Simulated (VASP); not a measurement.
# CdH2O2 (P-3m1) in VASP: settings compared

CdH2O2 is run at these levels: PBEsol, HSE06; tasks: single point.

Program: VASP 6.6.1. These are calculated values, not measurements. Logs are shortened: lines on timing, memory, paths and dates and some standing lists are left out, and cuts for length are marked.

### 1 The cell of the first run

The structure is trigonal, space group P-3m1 (No. 164). The conventional cell has a = 3.502 Å, b = 3.502 Å, c = 4.569 Å, α = 90.00°, β = 90.00°, γ = 120.00°. Cd (site symmetry -3m) has 6 O at 2.30 Å and 6 H at 2.89 Å within 3.0 Å. H (site symmetry 3m) has 1 O at 0.97 Å within 1.3 Å. Within 1.3 Å of O (site symmetry 3m) lie 1 H at 0.97 Å.

### 2 Single point, PBEsol

INCAR

```
ALGO = Normal ; EDIFF = 1E-6
ENCUT = 700 ; GGA = PS
GGA_COMPAT = False ; ISIF = 2
ISMEAR = 0 ; LASPH = True
LCHARG = False ; LREAL = False
LWAVE = False ; NBANDS = 25
NELM = 120 ; PREC = Accurate
SIGMA = 0.01
```

KPOINTS

```
k-points
0
Gamma
  3 3 3
```

POSCAR

```
CdH2O2
1.0
    3.5019706991      0.0000000000      0.0000000000
   -1.7509853495      3.0327955887      0.0000000000
    0.0000000000      0.0000000000      4.5691751517
Cd H O
1 2 2
Direct
    0.0000000000      0.0000000000      0.0000000000
    0.6666666667      0.3333333333      0.5468707629
    0.3333333333      0.6666666667      0.4531292371
    0.6666666667      0.3333333333      0.7582065004
    0.3333333333      0.6666666667      0.2417934996
```

Potentials or basis: VASP PAW PBE potentials, release 64 (Cd_sv_GW, H, O).

Run with:

```bash
$ cat potpaw_PBE.64/Cd_sv_GW/POTCAR potpaw_PBE.64/H/POTCAR potpaw_PBE.64/O/POTCAR > POTCAR
$ mpirun -np 1 vasp_std > vasp.out
```

OUTCAR:

```text
EDIFF = 1E-6
   ENCUT = 700
   GGA = PS
   ISIF = 2
   ISMEAR = 0
   LASPH = True
   LREAL = False
   NELM = 120
   PREC = Accurate

 ion  position               nearest neighbor table
   1  0.000  0.000  0.000-   4 2.30   5 2.30   5 2.30   4 2.30   4 2.30   5 2.30
   2  0.667  0.333  0.547-   4 0.97
   3  0.333  0.667  0.453-   5 0.97
   4  0.667  0.333  0.758-   2 0.97   1 2.30   1 2.30   1 2.30
   5  0.333  0.667  0.242-   3 0.97   1 2.30   1 2.30   1 2.30

  LATTYP: Found a hexagonal cell.
 ALAT       =     3.5019706991
 C/A-ratio  =     1.3047439697

  Lattice vectors:

 A1 = (   3.5019706991,   0.0000000000,   0.0000000000)
 A2 = (  -1.7509853495,   3.0327955887,   0.0000000000)
 A3 = (   0.0000000000,   0.0000000000,   4.5691751517)

Analysis of symmetry for initial positions (statically):
=====================================================================
 Subroutine PRICEL returns:
 Original cell was already a primitive cell.

 Routine SETGRP: Setting up the symmetry group for a
 hexagonal supercell.

 Subroutine GETGRP returns: Found 12 space group operations
 (whereof 12 operations were pure point group operations)
 out of a pool of 24 trial point group operations.

The static configuration has the point symmetry D_3d.

Analysis of symmetry for dynamics (positions and initial velocities):
=====================================================================
 Subroutine PRICEL returns:
 Original cell was already a primitive cell.

 Routine SETGRP: Setting up the symmetry group for a
 hexagonal supercell.

 Subroutine GETGRP returns: Found 12 space group operations
 (whereof 12 operations were pure point group operations)
 out of a pool of 24 trial point group operations.

The dynamic configuration has the point symmetry D_3d.

 Subroutine INISYM returns: Found 12 space group operations
 (whereof 12 operations are pure point group operations),
 and found     1 'primitive' translations

----------------------------------------------------------------------------------------

                                     Primitive cell

  volume of cell :      48.5281

  direct lattice vectors                    reciprocal lattice vectors
     3.501970699  0.000000000  0.000000000     0.285553503  0.164864392  0.000000000
    -1.750985350  3.032795589  0.000000000     0.000000000  0.329728783  0.000000000
[... 73 lines left out ...]
   EDIFF  = 0.1E-05   stopping-criterion for ELM
   LREAL  =      F    real-space projection
   EDIFFG = 0.1E-04   stopping-criterion for IOM
   NSW    =      0    number of steps for IOM
   IBRION =     -1    ionic relax: 0-MD 1-quasi-New 2-CG
   NFREE  =      0    steps in history (QN), initial steepest desc. (CG)
   ISIF   =      2    stress and relaxation
   ISYM   =      2    0-nonsym 1-usesym 2-fastsym
   POTIM  = 0.5000    time-step for ionic-motion
   TEBEG  =    0.0;   TEEND  =   0.0 temperature during run
   PSTRESS=    0.0 pullay stress
   NELECT =      34.0000    total number of electrons
   NUPDOWN=      -1.0000    fix difference up-down
   EMIN   =  10.00;   EMAX   =-10.00  energy-range for DOS
   EFERMI =   0.00;   METHOD = LEGACY
   ISMEAR =     0;   SIGMA  =   0.01  broadening in eV -4-tet -1-fermi 0-gaus
   EFERMI_NEDOS =   21; number of points for ismear=-14 and -15
   IALGO  =     38    algorithm
   IMIX   =      4    mixing-type and parameters
     AMIX     =   0.40;   BMIX     =  1.00
     AMIX_MAG =   1.60;   BMIX_MAG =  1.00
  volume/ion in A,a.u.               =       9.71        65.50
  Fermi-wavevector in a.u.,A,eV,Ry     =   1.454019  2.747697 28.765033  2.114170
  Thomas-Fermi vector in A             =   2.571218
   LORBIT       =      0    0 simple, 1 ext, 2 COOP (PROOUT), +10 PAW based schemes
   GGA     = PS    functional components
   LHFCALC =     F    Hartree Fock is set to
   AEXX    =    0.0000 exact exchange contribution
   IVDW    =     0    specifies the selected vdW correction
   LEPSILON=     F    determine dielectric tensor
   LRPA    =     F    only Hartree local field effects (RPA)
 non-spin polarized calculation
 Gauss-broadening in eV      SIGMA  =   0.01
  energy-cutoff  :      700.00
  volume of cell :       48.53
 maximum number of plane-waves:      2048
 NGX is ok and might be reduce to    30
   NGX = 15   NGY = 15   NGZ = 19

 number of electron      34.0000001 magnetization

 Free energy of the ion-electron system (eV)
  ---------------------------------------------------
  ext. energy  EPLUGINS =         0.00000000
  ---------------------------------------------------
  free energy    TOTEN  =       -23.55740652 eV

  energy without entropy =      -23.55740652  energy(sigma->0) =      -23.55740652

 E-fermi :   1.8007     XC(G=0): -10.4619

 val. band max:        1.5889789870   @ k =   0.3333  -0.0000   0.0000
 cond. band min:       3.2890831075   @ k =   0.0000   0.0000   0.0000
 fundamental gap:      1.7001041204
 Fermi energy:         1.8006727500

 k-point     1 :       0.0000    0.0000    0.0000
  band No.  band energies     occupation
      1     -97.9378      2.00000
      2     -59.0983      2.00000
      3     -59.0374      2.00000
      4     -59.0374      2.00000
      5     -16.9732      2.00000
      6     -15.8629      2.00000
[... 185 lines left out ...]
     24      16.8004      0.00000
     25      18.4167      0.00000

------------------------ aborting loop because EDIFF is reached ----------------------------------------

  FORCE on cell =-STRESS in cart. coord.  units (eV):
  Direction    XX          YY          ZZ          XY          YZ          ZX
  --------------------------------------------------------------------------------------
  -------------------------------------------------------------------------------------
  Total       -0.0093039     -0.0093039      1.2101441     -0.0000000      0.0000000      0.0000000
  in kB       -0.3071718     -0.3071718     39.9534424     -0.0000000      0.0000000      0.0000000
  external PRESSURE =      13.1130329 kB  Pullay stress =       0.0000000 kB

 VOLUME and BASIS-vectors are now :
 -----------------------------------------------------------------------------
  energy-cutoff  :      700.00
  volume of cell :       48.53
      direct lattice vectors                 reciprocal lattice vectors
     3.501970699  0.000000000  0.000000000     0.285553503  0.164864392  0.000000000
    -1.750985350  3.032795589  0.000000000     0.000000000  0.329728783  0.000000000
     0.000000000  0.000000000  4.569175152     0.000000000  0.000000000  0.218857883

 POSITION                                       TOTAL-FORCE (eV/Angst)
 -----------------------------------------------------------------------------------
      0.00000      0.00000      0.00000        -0.000000      0.000000      0.000000
      1.75099      1.01093      2.49875         0.000000     -0.000000     -0.694270
     -0.00000      2.02186      2.07043        -0.000000      0.000000      0.694270
      1.75099      1.01093      3.46438         0.000000      0.000000      0.744884
     -0.00000      2.02186      1.10480        -0.000000      0.000000     -0.744884
 -----------------------------------------------------------------------------------
    total drift:                                0.000000      0.000000      0.000000

  FREE ENERGIE OF THE ION-ELECTRON SYSTEM (eV)
  ---------------------------------------------------
  free  energy   TOTEN  =       -23.5574065194 eV

  energy  without entropy=      -23.5574065194  energy(sigma->0) =      -23.55740652
```

OSZICAR:

```text
N       E                     dE             d eps       ncg     rms          rms(c)
DAV:   1     0.600311717759E+03    0.60031E+03   -0.21948E+04   366   0.209E+03
DAV:   2     0.356026225691E+02   -0.56471E+03   -0.50419E+03   360   0.644E+02
DAV:   3    -0.245863763404E+02   -0.60189E+02   -0.58992E+02   535   0.234E+02
DAV:   4    -0.266739262587E+02   -0.20875E+01   -0.20825E+01   468   0.471E+01
DAV:   5    -0.267424732965E+02   -0.68547E-01   -0.68540E-01   514   0.841E+00    0.163E+01
DAV:   6    -0.235827704760E+02    0.31597E+01   -0.72473E+00   474   0.541E+01    0.142E+01
DAV:   7    -0.235966739296E+02   -0.13903E-01   -0.88866E-01   368   0.870E+00    0.970E+00
DAV:   8    -0.235841307746E+02    0.12543E-01   -0.31067E-01   560   0.896E+00    0.218E+00
DAV:   9    -0.235571432606E+02    0.26988E-01   -0.64597E-02   508   0.543E+00    0.231E-01
DAV:  10    -0.235573124292E+02   -0.16917E-03   -0.77045E-03   382   0.783E-01    0.944E-02
DAV:  11    -0.235574060722E+02   -0.93643E-04   -0.40309E-04   552   0.198E-01    0.419E-02
DAV:  12    -0.235574000187E+02    0.60535E-05   -0.43866E-05   513   0.105E-01    0.216E-02
DAV:  13    -0.235574061043E+02   -0.60856E-05   -0.81877E-06   416   0.239E-02    0.330E-03
DAV:  14    -0.235574065194E+02   -0.41506E-06   -0.54583E-07   320   0.193E-02
   1 F= -.23557407E+02 E0= -.23557407E+02  d E =0.000000E+00
```

It took 23 s on 1 thread of Intel Xeon Platinum 8375C at 2.90GHz (Ice Lake), shared host; peak memory 0.19 GiB.

What came out:

```
Free energy            : -23.5574 eV
Pressure               : 1.3 GPa
Largest force          : 0.745 eV/Å
Band gap on the k mesh : 1.70 eV (least direct gap 2.00 eV)
```

Forces on the atoms (eV/Å):
```
Cd   0.000  0.000  0.000
H    0.000  0.000 -0.694
H    0.000  0.000  0.694
O    0.000  0.000  0.745
O    0.000  0.000 -0.745
```

Caveat: the k points lie up to 0.69 Å⁻¹ apart; the PAW data sets were made with another functional, which shifts forces and pressure a little.

### 3 Single point, HSE06

POSCAR is that of step 2.

INCAR.step1

```
ALGO     = Normal         # electronic algorithm
EDIFF    = 1E-5           # SCF threshold, eV
ENCUT    = 520            # plane-wave cutoff, eV
GGA      = PE             # functional
ISIF     = 2              # what is computed and relaxed
ISMEAR   = 0              # smearing method
KPAR     = 4            
LASPH    = True           # aspherical terms in the spheres
LCHARG   = False          # write CHGCAR
LREAL    = False          # projectors in reciprocal space
LWAVE    = True           # write WAVECAR
NBANDS   = 21             # bands
NELM     = 60             # most SCF steps
PREC     = Accurate       # precision mode
SIGMA    = 0.01           # smearing width, eV
```

INCAR.step2

```
ALGO     = Normal         # electronic algorithm
EDIFF    = 1E-7           # SCF threshold, eV
ENCUT    = 520            # plane-wave cutoff, eV
GGA      = PE             # functional
HFSCREEN = 0.2079         # screening, 1/A
ISIF     = 2              # what is computed and relaxed
ISMEAR   = 0              # smearing method
ISTART   = 1            
KPAR     = 4            
LASPH    = True           # aspherical terms in the spheres
LCHARG   = False          # write CHGCAR
LHFCALC  = True           # exact exchange
LREAL    = False          # projectors in reciprocal space
LWAVE    = False          # write WAVECAR
NBANDS   = 21             # bands
NELM     = 60             # most SCF steps
PREC     = Accurate       # precision mode
PRECFOCK = Fast         
SIGMA    = 0.01           # smearing width, eV
```

KPOINTS

```
k-points
0
Gamma
  6 6 4
```

Potentials or basis: VASP PAW PBE potentials, release 64 (Cd, H, O).

Run with:

```bash
$ cat potpaw_PBE.64/Cd/POTCAR potpaw_PBE.64/H/POTCAR potpaw_PBE.64/O/POTCAR > POTCAR
$ cp INCAR.step1 INCAR
$ mpirun -np 4 vasp_std > vasp.out
$ cp INCAR.step2 INCAR
$ mpirun -np 4 vasp_std > vasp.out
```

OUTCAR:

```text
EDIFF = 1E-7
   ENCUT = 520
   GGA = PE
   HFSCREEN = 0.2079
   ISIF = 2
   ISMEAR = 0
   ISTART = 1
   LASPH = True
   LHFCALC = True
   LREAL = False
   NELM = 60
   PREC = Accurate
   PRECFOCK = Fast

 ion  position               nearest neighbor table
   1  0.000  0.000  0.000-   4 2.30   5 2.30   5 2.30   4 2.30   4 2.30   5 2.30
   2  0.667  0.333  0.547-   4 0.97
   3  0.333  0.667  0.453-   5 0.97
   4  0.667  0.333  0.758-   2 0.97   1 2.30   1 2.30   1 2.30
   5  0.333  0.667  0.242-   3 0.97   1 2.30   1 2.30   1 2.30

  LATTYP: Found a hexagonal cell.
 ALAT       =     3.5019706991
 C/A-ratio  =     1.3047439697

  Lattice vectors:

 A1 = (   3.5019706991,   0.0000000000,   0.0000000000)
 A2 = (  -1.7509853495,   3.0327955887,   0.0000000000)
 A3 = (   0.0000000000,   0.0000000000,   4.5691751517)

Analysis of symmetry for initial positions (statically):
=====================================================================
 Subroutine PRICEL returns:
 Original cell was already a primitive cell.

 Routine SETGRP: Setting up the symmetry group for a
 hexagonal supercell.

 Subroutine GETGRP returns: Found 12 space group operations
 (whereof 12 operations were pure point group operations)
 out of a pool of 24 trial point group operations.

The static configuration has the point symmetry D_3d.

Analysis of symmetry for dynamics (positions and initial velocities):
=====================================================================
 Subroutine PRICEL returns:
 Original cell was already a primitive cell.

 Routine SETGRP: Setting up the symmetry group for a
 hexagonal supercell.

 Subroutine GETGRP returns: Found 12 space group operations
 (whereof 12 operations were pure point group operations)
 out of a pool of 24 trial point group operations.
[... 131 lines left out ...]
   GGA     = PE    functional components
   LHFCALC =     T    Hartree Fock is set to
   PRECFOCK=fast      Normal, Fast or Accurate (Low or Medium for compatibility)
   ENCUT4O =  -1.0   cutoff for four orbital integrals eV
   NKREDX  =     1    reduce k-point grid by
   NKREDY  =     1    reduce k-point grid by
   NKREDZ  =     1    reduce k-point grid by
   AEXX    =    0.2500 exact exchange contribution
   HFSCREEN=    0.2079 screening length (either q_TF or 0.3 A-1)
   HFSCREENC=   0.2079 screening length for correlation (either q_TF or 0.3 A-1)
   ENCUTFOCK=  -1.0 apply spherical cutoff to Coloumb kernel
   IVDW    =     0    specifies the selected vdW correction
   LEPSILON=     F    determine dielectric tensor
   LRPA    =     F    only Hartree local field effects (RPA)
 non-spin polarized calculation
 Gauss-broadening in eV      SIGMA  =   0.01
  energy-cutoff  :      520.00
  volume of cell :       48.53
 maximum number of plane-waves:      1331
 NGX is ok and might be reduce to    28
  NGX = 16; NGY = 16; NGZ = 20

 number of electron      25.9999987 magnetization

 Free energy of the ion-electron system (eV)
  ---------------------------------------------------
  ext. energy  EPLUGINS =         0.00000000
  ---------------------------------------------------
  free energy    TOTEN  =       -28.14562665 eV

  energy without entropy =      -28.14562665  energy(sigma->0) =      -28.14562665

 E-fermi :  -0.9563     XC(G=0):  -8.2658

 val. band max:       -1.0276679727   @ k =   0.5000  -0.0000   0.0000
 cond. band min:       2.3833890766   @ k =   0.0000   0.0000   0.0000
 fundamental gap:      3.4110570493
 Fermi energy:        -0.9562856919

 k-point     1 :       0.0000    0.0000    0.0000
  band No.  band energies     occupation
      1     -21.2222      2.00000
      2     -20.0858      2.00000
      3      -9.1945      2.00000
      4      -8.1779      2.00000
      5      -8.1779      2.00000
      6      -7.3476      2.00000
[... 565 lines left out ...]
     20      17.8945      0.00000
     21      18.1649      0.00000

------------------------ aborting loop because EDIFF is reached ----------------------------------------

  FORCE on cell =-STRESS in cart. coord.  units (eV):
  Direction    XX          YY          ZZ          XY          YZ          ZX
  --------------------------------------------------------------------------------------
  -------------------------------------------------------------------------------------
  Total        0.8112222      0.8112222      0.6203041      0.0000000      0.0000000     -0.0000000
  in kB       26.7828607     26.7828607     20.4796139      0.0000000      0.0000000     -0.0000000
  external PRESSURE =      24.6817785 kB  Pullay stress =       0.0000000 kB

 VOLUME and BASIS-vectors are now :
 -----------------------------------------------------------------------------
  energy-cutoff  :      520.00
  volume of cell :       48.53
      direct lattice vectors                 reciprocal lattice vectors
     3.501970699  0.000000000  0.000000000     0.285553503  0.164864392  0.000000000
    -1.750985350  3.032795589  0.000000000     0.000000000  0.329728783  0.000000000
     0.000000000  0.000000000  4.569175152     0.000000000  0.000000000  0.218857883

 POSITION                                       TOTAL-FORCE (eV/Angst)
 -----------------------------------------------------------------------------------
      0.00000      0.00000      0.00000         0.000000      0.000000      0.000000
      1.75099      1.01093      2.49875         0.000000     -0.000000      0.124642
     -0.00000      2.02186      2.07043         0.000000      0.000000     -0.124642
      1.75099      1.01093      3.46438        -0.000000     -0.000000     -0.143713
     -0.00000      2.02186      1.10480         0.000000      0.000000      0.143713
 -----------------------------------------------------------------------------------
    total drift:                               -0.000000     -0.000000      0.000000

  FREE ENERGIE OF THE ION-ELECTRON SYSTEM (eV)
  ---------------------------------------------------
  free  energy   TOTEN  =       -28.1456266462 eV

  energy  without entropy=      -28.1456266462  energy(sigma->0) =      -28.14562665
```

OUTCAR.step1:

```text
EDIFF = 1E-5
   ENCUT = 520
   GGA = PE
   ISIF = 2
[... 808 lines left out ...]
      1.75099      1.01093      2.49875        -0.000000      0.000000     -0.465527
     -0.00000      2.02186      2.07043        -0.000000     -0.000000      0.465527
      1.75099      1.01093      3.46438         0.000000     -0.000000      0.266788
     -0.00000      2.02186      1.10480        -0.000000      0.000000     -0.266788
 -----------------------------------------------------------------------------------
    total drift:                                0.000000     -0.000000      0.000000

  FREE ENERGIE OF THE ION-ELECTRON SYSTEM (eV)
  ---------------------------------------------------
  free  energy   TOTEN  =       -22.5277902533 eV

  energy  without entropy=      -22.5277902533  energy(sigma->0) =      -22.52779025
```

OSZICAR.step1:

```text
N       E                     dE             d eps       ncg     rms          rms(c)
DAV:   1     0.170895368791E+03    0.17090E+03   -0.14681E+04  1040   0.122E+03
DAV:   2    -0.169452285201E+02   -0.18784E+03   -0.17889E+03  1128   0.309E+02
DAV:   3    -0.259993565743E+02   -0.90541E+01   -0.90151E+01  1148   0.733E+01
DAV:   4    -0.260451375873E+02   -0.45781E-01   -0.45776E-01  1058   0.550E+00
DAV:   5    -0.260453265247E+02   -0.18894E-03   -0.18894E-03  1136   0.321E-01    0.134E+01
DAV:   6    -0.224775911668E+02    0.35677E+01   -0.92210E+00  1225   0.422E+01    0.907E+00
DAV:   7    -0.225556164794E+02   -0.78025E-01   -0.15018E+00  1058   0.102E+01    0.520E+00
DAV:   8    -0.225396662637E+02    0.15950E-01   -0.21881E-01  1078   0.362E+00    0.994E-01
DAV:   9    -0.225271515864E+02    0.12515E-01   -0.54894E-02  1123   0.201E+00    0.173E-01
DAV:  10    -0.225276755922E+02   -0.52401E-03   -0.77316E-03  1083   0.908E-01    0.124E-01
DAV:  11    -0.225277373466E+02   -0.61754E-04   -0.45204E-04  1038   0.266E-01    0.547E-02
DAV:  12    -0.225277804312E+02   -0.43085E-04   -0.14456E-04  1023   0.886E-02    0.276E-02
DAV:  13    -0.225277902533E+02   -0.98221E-05   -0.10768E-05   881   0.248E-02
   1 F= -.22527790E+02 E0= -.22527790E+02  d E =-.547122E-16
```

Run time: 11 min. Hardware: 4 MPI ranks of AMD EPYC 7R43 (Zen 3), shared host; peak memory 0.25 GiB.

What came out:

| Quantity | Value |
| --- | --- |
| Free energy | -28.1456 eV |
| Pressure | 2.5 GPa |
| Largest force | 0.144 eV/Å |
| Band gap on the k mesh | 3.41 eV (least direct gap 3.83 eV) |

Forces on the atoms (eV/Å):
```
Cd   0.000  0.000  0.000
H    0.000  0.000  0.125
H    0.000  0.000 -0.125
O    0.000  0.000 -0.144
O    0.000  0.000  0.144
```

Levels at points of the mesh, in eV from the valence-band top:
```csv
k point,band 11,band 12,band 13,band 14,band 15,band 16
"(0.00, 0.00, 0.00)",-1.12,-0.42,-0.42,3.41,7.93,12.70
"(0.50, 0.00, 0.00)",-2.60,-2.42,0.00,8.37,8.61,10.85
"(0.00, 0.00, 0.50)",-1.42,-0.09,-0.09,6.17,6.35,13.11
"(0.50, 0.00, 0.50)",-2.13,-1.89,-0.57,8.12,8.85,11.38
```

Caveat: the PAW data sets were made with another functional, which shifts forces and pressure a little. A k mesh can miss the band edges.
